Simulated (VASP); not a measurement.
A run of VASP 6.6.1 is set up as follows.

INCAR

```
PREC = Accurate
ENCUT = 520
EDIFF = 1E-6
ISMEAR = -1
SIGMA = 0.05
LREAL = False
LASPH = True
NELM = 150
ALGO = Normal
ISIF = 2
LWAVE = False
LCHARG = True
ISPIN = 2
MAGMOM = 0.657 0.657 0.669 0.669
LORBIT = 11
LMAXMIX = 4
GGA = PS
LELF = True
LVHAR = True
NBANDS = 32
```

The input KPOINTS:

```
regular mesh
0
Gamma
  17 17 5
```

POSCAR

```
Ni
1.0
    2.3797234981      0.0000000000      0.0000000000
   -1.1898617490      2.0609010033      0.0000000000
    0.0000000000      0.0000000000      7.7978795584
Ni
4
Direct
    1.0000000000      1.0000000000      0.0000000000
    1.0000000000      1.0000000000      0.5000000000
    0.3333333333      0.6666666667      0.2500000000
    0.6666666667      0.3333333333      0.7500000000
```

Potentials or basis: VASP PAW PBE potentials, release 64 (Ni).

Run with:

```sh
$ cat potpaw_PBE.64/Ni/POTCAR > POTCAR
$ mpirun -np 1 vasp_std > vasp.out
```

Task: Predict the site moments.

Result: Ni +0.58, +0.59 (each value once) μB.

Task: Estimate the net moment.

Result: 2.36 μB per cell.

Task: Predict the pressure.

Result: 23.1 GPa.

Stress tensor (GPa, compression positive):
```
23.24  0.00  0.00
 0.00 23.24  0.00
 0.00  0.00 22.89
```

Caveat: the cell stands under pressure; the PAW data sets were made with another functional, which shifts forces and pressure a little.
